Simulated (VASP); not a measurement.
Set up this calculation in VASP 6.6.1, as the native input.

```
Task                   : electric field gradients
Functional             : PBEsol
Potentials or basis    : VASP PAW PBE potentials, release 64 (Cd)
Cutoff                 : 520 eV
k mesh                 : 14 × 14 × 7
Occupations            : fermi-dirac, width 0.05 eV
Spin                   : no spin polarisation
Dipole correction      : no
Further INCAR settings : ALGO = Normal; EDIFF = 1e-08; NBANDS = 19
```

The structure of Cd lies in POSCAR:

```
Cd
1.0
    2.9588794728      0.0000000000      0.0000000000
   -1.4794397363      2.5624647901      0.0000000000
    0.0000000000      0.0000000000      5.5799465150
Cd
2
Direct
    0.3333333333      0.6666666667      0.2500000000
    0.6666666667      0.3333333333      0.7500000000
```

These files were run (other wordings do the same):

INCAR

```
PREC = Accurate
ENCUT = 520
EDIFF = 1E-8
ISMEAR = -1
SIGMA = 0.05
LREAL = F
LASPH = T
NELM = 80
ALGO = Normal
ISIF = 2
LWAVE = F
LCHARG = F
GGA = PS
LEFG = T
NBANDS = 19
```

KPOINTS

```
Automatic mesh
0
Gamma
  14 14 7
```

Potentials or basis: VASP PAW PBE potentials, release 64 (Cd).

Run with:

```sh
$ cat potpaw_PBE.64/Cd/POTCAR > POTCAR
$ mpirun -np 1 vasp_std > vasp.out
```

Results of the run:

- Pressure: 0.1 GPa
- Band gap on the k mesh: zero (bands 12 and 13 overlap by 4.33 eV)
- Largest electric field gradient by atom: Cd +84.7 V/Å²

Caveat: without QUAD_EFG the Cq values of the log hold for a quadrupole moment of 1 mb, not for the nuclei; the PAW data sets were made with another functional, which shifts forces and pressure a little.

It took 40 s on 1 thread of AMD EPYC 9R14 (Zen 4) (shared host), peak memory 0.17 GiB.
